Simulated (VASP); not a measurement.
Here is a VASP 6.6.1 calculation.

INCAR

```
ALGO = Normal ; EDIFF = 1E-8
ENCUT = 520 ; GGA = PS
ISIF = 2 ; ISMEAR = -1
LASPH = T ; LCHARG = F
LEFG = T ; LREAL = F
LWAVE = F ; NBANDS = 15
NELM = 100 ; PREC = Accurate
SIGMA = 0.03
```

Contents of KPOINTS:

```
k-points
0
Gamma
  15 15 12
```

File POSCAR:

```
HfB2
1.0
    3.0759004798      0.0000000000      0.0000000000
   -1.5379502400      2.6638079550      0.0000000000
    0.0000000000      0.0000000000      3.4089596583
Hf B
1 2
Direct
    0.0000000000      0.0000000000      0.0000000000
    0.3333333333      0.6666666667      0.5000000000
    0.6666666667      0.3333333333      0.5000000000
```

Potentials or basis: VASP PAW PBE potentials, release 64 (Hf_pv, B).

Command:

```console
$ cat potpaw_PBE.64/Hf_pv/POTCAR potpaw_PBE.64/B/POTCAR > POTCAR
$ mpirun -np 1 vasp_std > vasp.out
```

What does it give for the pressure?

12.9 GPa.

Estimate the band gap on the k mesh.

zero (band 8 reaches 8.86 eV, above the bottom of band 9 at 7.76 eV).

Stress tensor (GPa, compression positive):
```
13.89  0.00  0.00
 0.00 13.89  0.00
 0.00  0.00 10.85
```

Caveat: without QUAD_EFG the Cq values of the log hold for a quadrupole moment of 1 mb, not for the nuclei; the PAW data sets were made with another functional, which shifts forces and pressure a little; spin-orbit coupling is left out, which moves the levels of the heavy elements.
